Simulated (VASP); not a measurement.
# InP (Fm-3m) in VASP: further runs

Runs on InP. Level: PBEsol. Tasks: electric field gradients.

All numbers are computed with VASP 6.6.1; they aren't measurements. Logs are shortened: lines on timing, memory, paths and dates and some standing lists are left out, and cuts for length are marked.

### Step 1. The cell of the first run

It takes space group Fm-3m (No. 225, cubic). Conventional cell: a = 5.633 Å, b = 5.633 Å, c = 5.633 Å, α = 90.00°, β = 90.00°, γ = 90.00°. Within 3.7 Å of In (site symmetry m-3m) lie 6 P at 2.82 Å. P (site symmetry m-3m) has 6 In at 2.82 Å within 3.7 Å.

### Step 2. Electric field gradients, PBEsol (volume scaled by 0.96)

The input, INCAR:

```
PREC     = Accurate       # precision mode
ENCUT    = 520            # plane-wave cutoff, eV
EDIFF    = 1E-8           # SCF threshold, eV
ISMEAR   = -1             # smearing method
SIGMA    = 0.03           # smearing width, eV
LREAL    = F              # projectors in reciprocal space
LASPH    = T              # aspherical terms in the spheres
NELM     = 100            # most SCF steps
ALGO     = Normal         # electronic algorithm
ISIF     = 2              # what is computed and relaxed
LWAVE    = F              # write WAVECAR
LCHARG   = F              # write CHGCAR
GGA      = PS             # functional
LEFG     = T            
NBANDS   = 16             # bands
```

The input, KPOINTS:

```
Automatic mesh
0
Gamma
  11 11 11
```

The input, POSCAR:

```
InP
1.0
    0.0000000000      2.8164141889      2.8164141889
    2.8164141889      0.0000000000      2.8164141889
    2.8164141889      2.8164141889      0.0000000000
In P
1 1
Direct
    0.0000000000      0.0000000000      0.0000000000
    0.5000000000      0.5000000000      0.5000000000
```

Potentials or basis: VASP PAW PBE potentials, release 64 (In_d, P).

On the command line:

```sh
cat potpaw_PBE.64/In_d/POTCAR potpaw_PBE.64/P/POTCAR > POTCAR
mpirun -np 1 vasp_std > vasp.out
```

OUTCAR:

```text
PREC = Accurate
   ENCUT = 520
   EDIFF = 1E-8
   ISMEAR = -1
   LREAL = F
   LASPH = T
   NELM = 100
   ISIF = 2
   GGA = PS

 ion  position               nearest neighbor table
   1  0.000  0.000  0.000-   2 2.82   2 2.82   2 2.82   2 2.82   2 2.82   2 2.82
   2  0.500  0.500  0.500-   1 2.82   1 2.82   1 2.82   1 2.82   1 2.82   1 2.82

  LATTYP: Found a face centered cubic cell.
 ALAT       =     5.6328283778

  Lattice vectors:

 A1 = (   0.0000000000,   2.8164141889,   2.8164141889)
 A2 = (   2.8164141889,   0.0000000000,   2.8164141889)
 A3 = (   2.8164141889,   2.8164141889,   0.0000000000)

Analysis of symmetry for initial positions (statically):
=====================================================================
 Subroutine PRICEL returns:
 Original cell was already a primitive cell.

 Routine SETGRP: Setting up the symmetry group for a
 face centered cubic supercell.

 Subroutine GETGRP returns: Found 48 space group operations
 (whereof 48 operations were pure point group operations)
 out of a pool of 48 trial point group operations.

The static configuration has the point symmetry O_h .

Analysis of symmetry for dynamics (positions and initial velocities):
=====================================================================
 Subroutine PRICEL returns:
 Original cell was already a primitive cell.

 Routine SETGRP: Setting up the symmetry group for a
 face centered cubic supercell.

 Subroutine GETGRP returns: Found 48 space group operations
 (whereof 48 operations were pure point group operations)
 out of a pool of 48 trial point group operations.

The dynamic configuration has the point symmetry O_h .

 Subroutine INISYM returns: Found 48 space group operations
 (whereof 48 operations are pure point group operations),
 and found     1 'primitive' translations

----------------------------------------------------------------------------------------

                                     Primitive cell

  volume of cell :      44.6807

  direct lattice vectors                    reciprocal lattice vectors
     0.000000000  2.816414189  2.816414189    -0.177530706  0.177530706  0.177530706
     2.816414189  0.000000000  2.816414189     0.177530706 -0.177530706  0.177530706
     2.816414189  2.816414189  0.000000000     0.177530706  0.177530706 -0.177530706

  length of vectors
     3.983011143  3.983011143  3.983011143     0.307492203  0.307492203  0.307492203

  position of ions in fractional coordinates (direct lattice)
     0.000000000  0.000000000  0.000000000
     0.500000000  0.500000000  0.500000000

  ion indices of the primitive-cell ions
   primitive index   ion index
                 1           1
                 2           2

----------------------------------------------------------------------------------------

 KPOINTS: Automatic mesh

Automatic generation of k-mesh.
 Grid dimensions read from file:
 generate k-points for:   11   11   11

 Generating k-lattice:

  Cartesian coordinates                     Fractional coordinates (reciprocal lattice)
    -0.016139155  0.016139155  0.016139155     0.090909091  0.000000000  0.000000000
     0.016139155 -0.016139155  0.016139155     0.000000000  0.090909091  0.000000000
     0.016139155  0.016139155 -0.016139155     0.000000000  0.000000000  0.090909091

  Length of vectors
     0.027953837  0.027953837  0.027953837

  Shift w.r.t. Gamma in fractional coordinates (k-lattice)
     0.000000000  0.000000000  0.000000000

 Subroutine IBZKPT returns following result:
 ===========================================

 Found     56 irreducible k-points:

 Following reciprocal coordinates:
            Coordinates               Weight
  0.000000  0.000000  0.000000      1.000000
  0.090909  0.000000  0.000000      8.000000
  0.181818  0.000000  0.000000      8.000000
  0.272727  0.000000  0.000000      8.000000
  0.363636  0.000000  0.000000      8.000000
  0.454545  0.000000  0.000000      8.000000
[... 16 lines left out ...]
 -0.272727  0.181818  0.000000     24.000000
 -0.181818  0.181818  0.000000     12.000000
 [... further k-points ...]
   k-points           NKPTS =     56   k-points in BZ     NKDIM =     56   number of bands    NBANDS=     16
   number of dos      NEDOS =    301   number of ions     NIONS =      2
   total plane-waves  NPLWV =  27000
   dimension x,y,z NGX =    30 NGY =   30 NGZ =   30
   dimension x,y,z NGXF=    60 NGYF=   60 NGZF=   60
   ions per type =               1   1
   NGX,Y,Z   is equivalent  to a cutoff of  12.52, 12.52, 12.52 a.u.
   NGXF,Y,Z  is equivalent  to a cutoff of  25.04, 25.04, 25.04 a.u.
 SYSTEM =  unknown system
   PREC   = accura    normal or accurate (medium, high low for compatibility)
   ISTART =      0    job   : 0-new  1-cont  2-samecut
   ICHARG =      2    charge: 1-file 2-atom 10-const
   ISPIN  =      1    spin polarized calculation?
   LNONCOLLINEAR =      F non collinear calculations
   LSORBIT =      F    spin-orbit coupling
   LASPH  =      T    aspherical Exc in radial PAW
   ENCUT  =  520.0 eV  38.22 Ry    6.18 a.u.   7.41  7.41  7.41*2*pi/ulx,y,z
   NELM   =    100;   NELMIN=  2; NELMDL= -5     # of ELM steps
   EDIFF  = 0.1E-07   stopping-criterion for ELM
   LREAL  =      F    real-space projection
   EDIFFG = 0.1E-06   stopping-criterion for IOM
   NSW    =      0    number of steps for IOM
   IBRION =     -1    ionic relax: 0-MD 1-quasi-New 2-CG
   NFREE  =      0    steps in history (QN), initial steepest desc. (CG)
   ISIF   =      2    stress and relaxation
   ISYM   =      2    0-nonsym 1-usesym 2-fastsym
   POTIM  = 0.5000    time-step for ionic-motion
   TEBEG  =    0.0;   TEEND  =   0.0 temperature during run
   PSTRESS=    0.0 pullay stress
   NELECT =      18.0000    total number of electrons
   NUPDOWN=      -1.0000    fix difference up-down
   EMIN   =  10.00;   EMAX   =-10.00  energy-range for DOS
   EFERMI =   0.00;   METHOD = LEGACY
   ISMEAR =    -1;   SIGMA  =   0.03  broadening in eV -4-tet -1-fermi 0-gaus
   EFERMI_NEDOS =   21; number of points for ismear=-14 and -15
   IALGO  =     38    algorithm
   IMIX   =      4    mixing-type and parameters
     AMIX     =   0.40;   BMIX     =  1.00
     AMIX_MAG =   1.60;   BMIX_MAG =  1.00
  volume/ion in A,a.u.               =      22.34       150.76
  Fermi-wavevector in a.u.,A,eV,Ry     =   1.209091  2.284852 19.890385  1.461902
  Thomas-Fermi vector in A             =   2.344679
   LORBIT       =      0    0 simple, 1 ext, 2 COOP (PROOUT), +10 PAW based schemes
   GGA     = PS    functional components
   LHFCALC =     F    Hartree Fock is set to
   AEXX    =    0.0000 exact exchange contribution
   IVDW    =     0    specifies the selected vdW correction
   LEPSILON=     F    determine dielectric tensor
   LRPA    =     F    only Hartree local field effects (RPA)
 non-spin polarized calculation
  energy-cutoff  :      520.00
  volume of cell :       44.68
 maximum number of plane-waves:      1243
 NGX is ok and might be reduce to    30
   NGX = 15   NGY = 15   NGZ = 15

 number of electron      17.9999996 magnetization

 Free energy of the ion-electron system (eV)
  ---------------------------------------------------
  ext. energy  EPLUGINS =         0.00000000
  ---------------------------------------------------
  free energy    TOTEN  =        -8.71463864 eV

  energy without entropy =       -8.71216070  energy(sigma->0) =       -8.71339967

 E-fermi :   6.2929     XC(G=0): -10.3204

 val. band max:        6.2565633085   @ k =  -0.4545   0.0909   0.0000
 cond. band min:       6.3052414344   @ k =   0.4545   0.2727   0.0000
 fundamental gap:      0.0486781258
 Fermi energy:         6.2928988337

 k-point     1 :       0.0000    0.0000    0.0000
  band No.  band energies     occupation
      1      -7.7575      2.00000
      2      -7.7575      2.00000
      3      -7.7390      2.00000
      4      -7.7390      2.00000
      5      -7.7390      2.00000
      6      -5.3449      2.00000
[... 8 lines left out ...]
     15      14.4087      0.00000
     16      14.4087      0.00000

 k-point     2 :       0.0909    0.0000    0.0000
  band No.  band energies     occupation
      1      -7.7607      2.00000
      2      -7.7607      2.00000
      3      -7.7391      2.00000
      4      -7.7345      2.00000
      5      -7.7345      2.00000
      6      -5.2474      2.00000
[... 8 lines left out ...]
     15      13.9345      0.00000
     16      14.4297      0.00000
[... 387 lines left out ...]
      5      -7.6918      2.00000
      6      -3.8001      2.00000
[... 8 lines left out ...]
     15      16.3003      0.00000
     16      18.3737      0.00000

 k-point    24 :      -0.1818    0.1818    0.0000
  band No.  band energies     occupation
      1      -7.7946      2.00000
      2      -7.7891      2.00000
      3      -7.7363      2.00000
      4      -7.7080      2.00000
      5      -7.6963      2.00000
      6      -4.3319      2.00000
[... 8 lines left out ...]
     15      16.1483      0.00000
     16      17.1901      0.00000

 [... further k-points ...]
[... 5 lines left out ...]
  --------------------------------------------------------------------------------------
  -------------------------------------------------------------------------------------
  Total       -1.7772761     -1.7772761     -1.7772761     -0.0000000      0.0000000     -0.0000000
  in kB      -63.7302932    -63.7302932    -63.7302932     -0.0000000      0.0000000     -0.0000000
  external PRESSURE =     -63.7302932 kB  Pullay stress =       0.0000000 kB

 VOLUME and BASIS-vectors are now :
 -----------------------------------------------------------------------------
  energy-cutoff  :      520.00
  volume of cell :       44.68
      direct lattice vectors                 reciprocal lattice vectors
     0.000000000  2.816414189  2.816414189    -0.177530706  0.177530706  0.177530706
     2.816414189  0.000000000  2.816414189     0.177530706 -0.177530706  0.177530706
     2.816414189  2.816414189  0.000000000     0.177530706  0.177530706 -0.177530706

 POSITION                                       TOTAL-FORCE (eV/Angst)
 -----------------------------------------------------------------------------------
      0.00000      0.00000      0.00000         0.000000     -0.000000      0.000000
      2.81641      2.81641      2.81641        -0.000000      0.000000     -0.000000
 -----------------------------------------------------------------------------------
    total drift:                               -0.000000      0.000000      0.000000

  FREE ENERGIE OF THE ION-ELECTRON SYSTEM (eV)
  ---------------------------------------------------
  free  energy   TOTEN  =        -8.7146386441 eV

  energy  without entropy=       -8.7121607028  energy(sigma->0) =       -8.71339967

 Electric field gradients (V/A^2)
---------------------------------------------------------------------
 ion       V_xx      V_yy      V_zz      V_xy      V_xz      V_yz
---------------------------------------------------------------------
   1       0.000     0.000    -0.000     0.000     0.000     0.000
   2      -0.000     0.000    -0.000    -0.000    -0.000    -0.000
---------------------------------------------------------------------

 Electric field gradients after diagonalization (V/A^2)
 (convention: |V_zz| > |V_xx| > |V_yy|)
----------------------------------------------------------------------
 ion       V_xx      V_yy      V_zz     asymmetry (V_yy - V_xx)/ V_zz
----------------------------------------------------------------------
   1      -0.000    -0.000     0.001       0.000
   2       0.000     0.000    -0.001       0.000
----------------------------------------------------------------------

           NMR quadrupolar parameters

 Cq : quadrupolar parameter    Cq=e*Q*V_zz/h
 eta: asymmetry parameters     (V_yy - V_xx)/ V_zz
 Q  : nuclear electric quadrupole moment in mb (millibarn)
----------------------------------------------------------------------
 ion       Cq(MHz)       eta       Q (mb)
----------------------------------------------------------------------
   1       0.000       0.000       1.000
   2      -0.000       0.000       1.000
----------------------------------------------------------------------
```

It took 20 s on 1 thread of Intel Xeon 6975P-C (Granite Rapids), shared host; peak memory 0.19 GiB.

Results:

```
Free energy            : -8.7146 eV
Pressure               : -6.4 GPa
Band gap on the k mesh : zero (band 9 reaches 6.63 eV, above the bottom of band 10 at 4.16 eV)
```

Caveat: without QUAD_EFG the Cq values of the log hold for a quadrupole moment of 1 mb, not for the nuclei; the PAW data sets were made with another functional, which shifts forces and pressure a little; spin-orbit coupling is left out, which moves the levels of the heavy elements.

[end of part 1 of 2]
